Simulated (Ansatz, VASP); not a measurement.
**SiO2 in VASP and in Ansatz**

```
Si O
1.0
    -2.47729    2.47729    3.65567
     2.47729   -2.47729    3.65567
     2.47729    2.47729   -3.65567
Si O
2 4
Direct
  0.00000 0.00000 0.00000
  0.75000 0.25000 0.50000
  0.37500 0.22179 0.34679
  0.97179 0.62500 0.84679
  0.77821 0.12500 0.15321
  0.87500 0.02821 0.65321
```

Alike in both runs: task electric field gradients; functional PBE; k mesh 5 × 5 × 5; no spin polarisation.

|  | VASP | Ansatz |
| --- | --- | --- |
| version | VASP 6.6.1 | Ansatz 0.2.0 |
| potentials or method | VASP PAW PBE potentials, release 64 (Si, O) | plane-wave PAW, scalar-relativistic |
| plane-wave cutoff (eV) | 520 | 420 |
| occupations | methfessel-paxton of order 1, width 0.025 eV | cold, width 0.025 eV |
| valence electrons in the cell | 32 | 32 |

Ansatz gave:

```
gap on the k mesh at the Fermi level (eV)                     : 5.92
pressure (GPa)                                                : 4.4
traceless stress, the component that is largest in VASP (GPa) : -0.09
rms of the force components (eV/Å)                            : 0.128
size of Vzz on the site where it differs most (V/Å²)          : 92.4
```

Problem. Which values does VASP return?

Solution. gap on the k mesh at the Fermi level (eV): 5.92; pressure (GPa): 4.6; traceless stress, the component that is largest in VASP (GPa): -0.06; rms of the force components (eV/Å): 0.127; size of Vzz on the site where it differs most (V/Å²): 88.2.

Atom by atom the forces differ by 0.001 eV/Å (rms over components).
